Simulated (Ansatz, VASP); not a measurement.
## InSb3: VASP beside Ansatz

```
CELL_PARAMETERS angstrom
4.80637 0.00000 0.00000
0.00000 4.80637 0.00000
0.00000 0.00000 4.80637
ATOMIC_POSITIONS crystal
Sb 0.50000 0.50000 0.00000
Sb 0.00000 0.50000 0.50000
Sb 0.50000 0.00000 0.50000
In 0.00000 0.00000 0.00000
```

Alike in both runs: task single point; functional PBE-based screened hybrid; k mesh 3 × 3 × 3; occupations fermi-dirac, width 0.05 eV; no spin polarisation.

```csv
,VASP,Ansatz
version,VASP 6.6.1,Ansatz 0.2.0
potentials or method,"VASP PAW PBE potentials, release 64 (Sb, In_d)",Ansatz PAW
plane-wave cutoff (eV),520,420
valence electrons in the cell,28,58
```

VASP gave:

```
gap on the k mesh at the Fermi level (eV) : none
pressure (GPa)                            : -1.1
```

Which values does Ansatz return?

gap on the k mesh at the Fermi level (eV): none; pressure (GPa): -0.9.

VASP's potentials were made for PBE, not for PBE-based screened hybrid. A gap of «none» marks a metal or a gap that the smearing closes. VASP's potentials hold 28 valence electrons a cell and Ansatz's 58, so a difference there can come from the potentials and not from the codes.

The k mesh is coarse, so the values compare programs but aren't converged. Spin-orbit coupling is off throughout.
